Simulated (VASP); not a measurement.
Write the native input for VASP 6.6.1 that does the following.

```yaml
Task: single point
Functional: PBEsol
Potentials_or_basis: VASP PAW PBE potentials, release 64 (C)
Cutoff: 600 eV
k_mesh: 11 × 11 × 4
Occupations: methfessel-paxton, width 0.1 eV
Spin: no spin polarisation
Dipole_correction: no
Further_INCAR_settings: ALGO = Normal; EDIFF = 1e-06; NBANDS = 16
```

The structure of C lies in POSCAR:

```
C
1.0
    2.4700000000      0.0000000000      0.0000000000
   -1.2350000000      2.1390830000      0.0000000000
    0.0000000000      0.0000000000      6.7900000000
C
4
Direct
    0.0000000000      0.0000000000      0.0000000000
    0.0000000000      0.0000000000      0.5000000000
    0.3333333333      0.6666666667      0.0050000000
    0.6666666667      0.3333333333      0.5050000000
```

These files were run (other wordings do the same):

INCAR

```
SYSTEM = C
ALGO     = Normal         ! electronic algorithm
EDIFF    = 1E-6           ! SCF threshold, eV
ENCUT    = 600            ! plane-wave cutoff, eV
GGA      = PS             ! functional
GGA_COMPAT= .False.      
ISIF     = 2              ! what is computed and relaxed
ISMEAR   = 1              ! smearing method
LASPH    = .True.         ! aspherical terms in the spheres
LCHARG   = .False.        ! write CHGCAR
LREAL    = .False.        ! projectors in reciprocal space
LWAVE    = .False.        ! write WAVECAR
NBANDS   = 16             ! bands
NELM     = 120            ! most SCF steps
PREC     = Accurate       ! precision mode
SIGMA    = 0.1            ! smearing width, eV
```

KPOINTS

```
k-points
0
Gamma
  11 11 4
  0 0 0
```

Potentials or basis: VASP PAW PBE potentials, release 64 (C).

Command:

```console
$ cat potpaw_PBE.64/C/POTCAR > POTCAR
$ mpirun -np 1 vasp_std > vasp.out
```

Results of the run:

```
Pressure               : -3.2 GPa
Largest force          : 0.570 eV/Å
Band gap on the k mesh : 1.25 eV, indirect (the least direct gap lies 1.6 meV higher)
```

Caveat: the PAW data sets were made with another functional, which shifts forces and pressure a little; this functional lacks dispersion, which binds the layers, so the pressure and a relaxed spacing across them are unreliable.

It took 45 s on 1 thread of AMD EPYC 7R13 (shared host), peak memory 0.13 GiB.
